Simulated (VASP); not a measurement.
Input of a VASP 6.6.1 run:

INCAR

```
SYSTEM = S
PREC = Accurate ; ENCUT = 500
EDIFF = 1E-7 ; ISMEAR = -1
SIGMA = 0.1 ; LREAL = .FALSE.
LASPH = .TRUE. ; NELM = 120
ALGO = Normal ; ISIF = 3
LWAVE = .FALSE. ; LCHARG = .FALSE.
GGA = PS ; IBRION = 2
NSW = 80 ; EDIFFG = -0.02
PSTRESS = 200.0 ; GGA_COMPAT = .FALSE.
NELMIN = 4
```

Contents of KPOINTS:

```
regular mesh
0
G
  7 7 7
  0 0 0
```

Contents of POSCAR:

```
S
1.0
    0.0000000000      2.1000000000      2.1000000000
    2.1000000000      0.0000000000      2.1000000000
    2.1000000000      2.1000000000      0.0000000000
S
1
Direct
    0.0000000000      0.0000000000      0.0000000000
```

Potentials or basis: VASP PAW PBE potentials, release 64 (S).

Command:

```sh
$ cat potpaw_PBE.64/S/POTCAR > POTCAR
$ mpirun -np 1 vasp_std > vasp.out
```

(1) Estimate the band gap on the k mesh.

(2) Predict the relaxed cell.

Results:

(1) zero (bands 3 and 4 overlap by 6.82 eV).

(2) a = 2.632 Å, b = 2.632 Å, c = 2.632 Å, α = 60.00°, β = 60.00°, γ = 60.00°.

Caveat: the k points lie up to 0.42 Å⁻¹ apart in the final cell, too coarse for converged energies and pressures of a metal; the cell is relaxed towards a set pressure, so the run minimises the enthalpy, not the energy.
